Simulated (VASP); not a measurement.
# GaN: single point with r2SCAN

GaN:

```
Ga N
1.0
     3.22770    0.00000    0.00000
    -1.61385    2.79527    0.00000
     0.00000    0.00000    5.01102
Ga N
2 2
Direct
  0.33333 0.66667 0.00000
  0.66667 0.33333 0.50000
  0.33333 0.66667 0.37500
  0.66667 0.33333 0.87500
```

This cell differs from its parent crystal: strain +0.015 along x and y, -0.030 along z.

```json
{
 "Program": "VASP 6.6.1",
 "Task": "single point",
 "Functional": "r2SCAN",
 "Potentials or basis": "VASP PAW PBE potentials, release 64 (Ga_d, N)",
 "Cutoff": "520 eV",
 "k mesh": "12 × 12 × 6",
 "Occupations": "gaussian, width 0.05 eV",
 "Spin": "no spin polarisation",
 "Dipole correction": "no",
 "Further INCAR settings": "ALGO = Normal; EDIFF = 1e-07; NBANDS = 26"
}
```

```yaml
Pressure: 3.1 GPa
Largest_force: 0.790 eV/Å
Band_gap_on_the_k_mesh: 2.39 eV
```

Forces in eV/Å, atoms in the order of the input:
```
Ga   0.000  0.000 -0.790
Ga   0.000  0.000 -0.790
N    0.000  0.000  0.790
N    0.000  0.000  0.790
```

Stress tensor (GPa, compression positive):
```
-4.16  0.00  0.00
 0.00 -4.16  0.00
 0.00  0.00 17.64
```

Levels at points of the mesh, in eV from the valence-band top:
```tsv
k point	band 16	band 17	band 18	band 19	band 20	band 21
(0.00, 0.00, 0.00)	-0.07	-0.07	0.00	2.39	4.38	10.18
(0.50, 0.00, 0.00)	-3.08	-2.35	-0.97	5.24	6.16	6.83
(0.00, 0.00, 0.50)	-0.72	-0.72	-0.72	4.60	4.60	9.48
(0.50, 0.00, 0.50)	-2.12	-1.84	-1.84	4.96	4.96	8.59
```

Run time: 4.6 min on 1 thread of Intel Xeon 8259CL, with other jobs on the host, peak memory 0.22 GiB.

Caveat: the cell differs from its parent crystal (strain +0.015 along x and y, -0.030 along z); the cell stands under pressure; the PAW data sets were made with another functional, which shifts forces and pressure a little.
